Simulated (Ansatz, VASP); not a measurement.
## One calculation of CsPbBr3, two programs

The input INCAR:

```
PREC = Accurate
ENCUT = 520
EDIFF = 1E-6
ISMEAR = 0
SIGMA = 0.05
LREAL = False
LASPH = True
NELM = 60
ALGO = Normal
ISIF = 2
LWAVE = False
LCHARG = False
NBANDS = 30
```

The input KPOINTS:

```
regular mesh
0
Gamma
  6 6 6
```

The input POSCAR:

```
CsPbBr3
1.0
    5.8700000000      0.0000000000      0.0000000000
    0.0000000000      6.0461000000      0.0000000000
    0.0000000000      0.0000000000      5.8700000000
Cs Pb Br
1 1 3
Direct
    0.0000000000      0.0000000000      0.0000000000
    0.5000000000      0.5000000000      0.5000000000
    0.0000000000      0.5000000000      0.5000000000
    0.5000000000      0.0000000000      0.5000000000
    0.5000000000      0.5000000000      0.0000000000
```

Input for Ansatz:

```yaml
crystal:
  lattice:
    - [5.87, 0.0, 0.0]
    - [0.0, 6.0461, 0.0]
    - [0.0, 0.0, 5.87]
  atoms:
    - { symbol: Cs, position: [0.0, 0.0, 0.0] }
    - { symbol: Pb, position: [0.5, 0.5, 0.5] }
    - { symbol: Br, position: [0.0, 0.5, 0.5] }
    - { symbol: Br, position: [0.5, 0.0, 0.5] }
    - { symbol: Br, position: [0.5, 0.5, 0.0] }
basis:
  ecutwfc: 420
kpoints:
  mp_grid: { grid: [6, 6, 6] }
hamiltonian:
  xc: lda
scf:
  occupations: { method: gaussian, width: 0.05 }
output:
  forces: true
  stress: true
  eigenvalues: true
```

Change from the starting cell: strain +0.0300 x Voigt [0, 1, 0, 0, 0, 0], atoms carried along.

Alike in both runs: task single point; functional LDA; k mesh 6 × 6 × 6; occupations gaussian, width 0.05 eV; no spin polarisation.

|  | VASP | Ansatz |
| --- | --- | --- |
| version | VASP 6.6.1 | Ansatz 0.2.0 |
| potentials or method | VASP PAW LDA potentials, release 64 (Cs_sv, Pb_d, Br), cutoff 520 eV | scalar-relativistic, plane waves, PAW |
| valence electrons in the cell | 44 | 44 |

Ansatz gave:

```
gap on the k mesh at the Fermi level (eV)                     : 1.36
least direct gap on the mesh (eV)                             : 1.36
pressure (GPa)                                                : -1.7
traceless stress, the component that is largest in VASP (GPa) : -0.71
```

Q: Which values does VASP return?

A: gap on the k mesh at the Fermi level (eV): 1.34; least direct gap on the mesh (eV): 1.34; pressure (GPa): -1.6; traceless stress, the component that is largest in VASP (GPa): -0.72.

LDA's correlation is that of Perdew and Zunger in VASP and of Perdew and Wang (1992) in Ansatz.

Spin-orbit coupling is off throughout.
